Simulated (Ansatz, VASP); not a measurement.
## NbPdO2 in VASP and in Ansatz

INCAR

```
PREC = Accurate ; ENCUT = 600
EDIFF = 1E-6 ; ISMEAR = 0
SIGMA = 0.1 ; LREAL = F
LASPH = T ; NELM = 60
ALGO = Normal ; ISIF = 3
LWAVE = F ; LCHARG = F
GGA = PE ; IBRION = 2
NSW = 90 ; EDIFFG = -0.04
```

Contents of KPOINTS:

```
Automatic mesh
0
Gamma
  6 6 2
```

POSCAR

```
NbPdO2
1.0
    2.7965077584      0.0000000000      0.0000000000
   -1.3982538792      2.4218467606      0.0000000000
    0.0000000000      0.0000000000     12.5158389185
Nb Pd O
2 2 4
Direct
    0.3333333333      0.6666666667      0.7500000000
    0.6666666667      0.3333333333      0.2500000000
    0.0000000000      0.0000000000      0.5000000000
    0.0000000000      0.0000000000      0.0000000000
    0.3333333333      0.6666666667      0.4140000000
    0.6666666667      0.3333333333      0.9140000000
    0.6666666667      0.3333333333      0.5860000000
    0.3333333333      0.6666666667      0.0860000000
```

Input for Ansatz:

```yaml
crystal:
  lattice:
    - [2.7965077584, 0.0, 0.0]
    - [-1.3982538792, 2.4218467606, 0.0]
    - [0.0, 0.0, 12.5158389185]
  atoms:
    - { symbol: Nb, position: [0.3333333333, 0.6666666667, 0.75] }
    - { symbol: Nb, position: [0.6666666667, 0.3333333333, 0.25] }
    - { symbol: Pd, position: [0.0, 0.0, 0.5] }
    - { symbol: Pd, position: [0.0, 0.0, 0.0] }
    - { symbol: O, position: [0.3333333333, 0.6666666667, 0.414] }
    - { symbol: O, position: [0.6666666667, 0.3333333333, 0.914] }
    - { symbol: O, position: [0.6666666667, 0.3333333333, 0.586] }
    - { symbol: O, position: [0.3333333333, 0.6666666667, 0.086] }
basis:
  ecutwfc: 420
kpoints:
  mp_grid: { grid: [6, 6, 2] }
hamiltonian:
  xc: pbe
scf:
  occupations: { method: gaussian, width: 0.1 }
  lower_state_search: "off"
output:
  forces: true
  stress: true
  eigenvalues: true
relax:
  adjacent_minimum: "off"
  f_tol: 0.04
  max_steps: 70
  cell: { stress_tol: 0.4 }
```

Alike in both runs: task relaxation of cell and atoms; functional PBE; k mesh 6 × 6 × 2; occupations gaussian, width 0.1 eV; no spin polarisation.

|  | VASP | Ansatz |
| --- | --- | --- |
| version | VASP 6.6.1 | Ansatz 0.2.0 |
| potentials or method | VASP PAW PBE potentials, release 64 (Nb_sv, Pd, O), cutoff 600 eV | scalar-relativistic, plane waves, PAW |
| valence electrons in the cell | 70 | 86 |

|  | VASP | Ansatz | Ansatz less VASP |
| --- | --- | --- | --- |
| gap on the k mesh at the Fermi level, each at its own relaxed structure (eV) | none | none | - |
| relaxed volume (Å³/atom) | 13.27 | 13.39 | +0.122 |
| relaxed length of the cell vector where the two differ most in proportion (Å) | 14.373 | 14.494 | +0.1218 |

A gap of «none» marks a metal or a gap that the smearing closes. VASP's potentials hold 70 valence electrons a cell and Ansatz's 86, so a difference there can come from the potentials and not from the codes.

The k mesh is coarse, so the values compare programs but aren't converged. Noted on VASP's run: the volume moved by over 15 % at a fixed basis, so the end points are rough.
